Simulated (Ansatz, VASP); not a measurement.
InSb in VASP and in Ansatz

Contents of INCAR:

```
PREC     = Accurate       # precision mode
ENCUT    = 520            # plane-wave cutoff, eV
EDIFF    = 1E-6           # SCF threshold, eV
ISMEAR   = -1             # smearing method
SIGMA    = 0.08           # smearing width, eV
LREAL    = F              # projectors in reciprocal space
LASPH    = T              # aspherical terms in the spheres
NELM     = 80             # most SCF steps
ALGO     = Normal         # electronic algorithm
ISIF     = 2              # what is computed and relaxed
LWAVE    = F              # write WAVECAR
LCHARG   = F              # write CHGCAR
GGA      = PE             # functional
NBANDS   = 26             # bands
```

KPOINTS

```
Automatic mesh
0
Gamma
  6 6 11
```

Contents of POSCAR:

```
InSb
1.0
    5.4620658897      0.0000000000      0.0000000000
    0.0000000000      5.8240284417      0.0000000000
    0.0000000000      0.0000000000      3.1230740751
In Sb
2 2
Direct
    0.0000000000      0.0000000000      0.0000000000
    0.5000000000      0.5000000000      0.0000000000
    0.5000000000      0.0000000000      0.8350000000
    0.0000000000      0.5000000000      0.1650000000
```

Input for Ansatz:

```yaml
crystal:
  lattice:
    - [5.4620658897, 0.0, 0.0]
    - [0.0, 5.8240284417, 0.0]
    - [0.0, 0.0, 3.1230740751]
  atoms:
    - { symbol: In, position: [0.0, 0.0, 0.0] }
    - { symbol: In, position: [0.5, 0.5, 0.0] }
    - { symbol: Sb, position: [0.5, 0.0, 0.835] }
    - { symbol: Sb, position: [0.0, 0.5, 0.165] }
kpoints:
  mp_grid: { grid: [6, 6, 11] }
  band_path:
    path:
      - [0.0, 0.0, 0.0]
      - [0.5, 0.0, 0.0]
      - [0.5, 0.5, 0.0]
      - [0.0, 0.5, 0.0]
      - [0.0, 0.0, 0.0]
      - [0.0, 0.0, 0.5]
      - [0.5, 0.0, 0.5]
      - [0.5, 0.5, 0.5]
      - [0.0, 0.5, 0.5]
    npoints: 5
scf:
  occupations: { method: fermi_dirac, width: 0.08 }
hamiltonian:
  xc: pbe
  pseudopotentials: { kind: all_electron, lapw: { basis_error: 0.001 } }
output:
  forces: true
  stress: true
  eigenvalues: true
```

Change from the starting cell: volume scaled by 1.06.

Alike in both runs: task single point; functional PBE; k mesh 6 × 6 × 11; occupations fermi-dirac, width 0.08 eV; no spin polarisation.

```csv
,VASP,Ansatz
version,VASP 6.6.1,Ansatz 0.2.0
potentials or method,"VASP PAW PBE potentials, release 64 (In_d, Sb), cutoff 520 eV","all-electron LAPW, scalar-relativistic"
```

|  | VASP | Ansatz | Ansatz less VASP |
| --- | --- | --- | --- |
| pressure (GPa) | 11.5 | 11.6 | +0.03 |
| traceless stress, the component that is largest in VASP (GPa) | 9.82 | 9.83 | +0.009 |
| rms of the force components (eV/Å) | 0.264 | 0.264 | +0.0002 |

Atom by atom the forces differ by 0.000 eV/Å (rms over components). Ansatz ran all-electron here, and VASP with PAW potentials.

Spin-orbit coupling is off throughout.
